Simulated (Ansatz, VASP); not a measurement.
FeCu: VASP beside Ansatz

Contents of INCAR:

```
  ALGO = Normal
  EDIFF = 1E-6
  ENCUT = 520
  GGA = PE
  GGA_COMPAT = F
  ISIF = 2
  ISMEAR = -1
  LASPH = T
  LCHARG = F
  LMAXMIX = 4
  LORBIT = 11
  LORBMOM = T
  LREAL = F
  LSORBIT = T
  LWAVE = F
  MAGMOM = 0 0 2.4 0 0 0
  NBANDS = 31
  NELM = 150
  PREC = Accurate
  SIGMA = 0.05
```

Contents of KPOINTS:

```
k-points
0
Gamma
  9 9 5
```

POSCAR

```
FeCu
1.0
    1.4382720000     -1.9879340000      0.0000000000
    1.4382720000      1.9879340000      0.0000000000
    0.0000000000      0.0000000000      4.1381350000
Fe Cu
1 1
Direct
    0.0000000000      0.0000000000      0.0000000000
    0.5000000000      0.5000000000      0.5000000000
```

Input for Ansatz:

```yaml
crystal:
  lattice:
    - [1.438272, -1.987934, 0.0]
    - [1.438272, 1.987934, 0.0]
    - [0.0, 0.0, 4.138135]
  atoms:
    - { symbol: Fe, position: [0.0, 0.0, 0.0], spin: 2.4, spin_axis: [0.0, 0.0, 1.0] }
    - { symbol: Cu, position: [0.5, 0.5, 0.5] }
magnetization:
  noncollinear: true
  spin_orbit: true
kpoints:
  mp_grid: { grid: [9, 9, 5] }
scf:
  occupations: { method: fermi_dirac, width: 0.05 }
  convergence: { dr2_threshold: 1.0e-08 }
  max_iter: 60
  lower_state_search: "off"
hamiltonian:
  xc: pbe
  pseudopotentials: { kind: all_electron, lapw: { basis_error: 0.00025 } }
output:
  eigenvalues: false
  hubbard: { sites: [{ species: Fe, l: d }, { species: Cu, l: d }] }
checkpoint:
  write: state
  compress: false
  write_every: 100000
  read: start
```

Alike in both runs: task single point; functional PBE; k mesh 9 × 9 × 5; occupations fermi-dirac, width 0.05 eV; non-collinear spin, spin-orbit coupling.

|  | VASP | Ansatz |
| --- | --- | --- |
| version | VASP 6.6.1 | Ansatz 0.2.0 |
| potentials or method | VASP PAW PBE potentials, release 64 (Fe, Cu), cutoff 520 eV | all-electron LAPW |

```tsv
	VASP	Ansatz	Ansatz less VASP
net moment per atom (μB)	1.24	1.24	-0.002
```

Ansatz ran all-electron here, and VASP with PAW potentials.
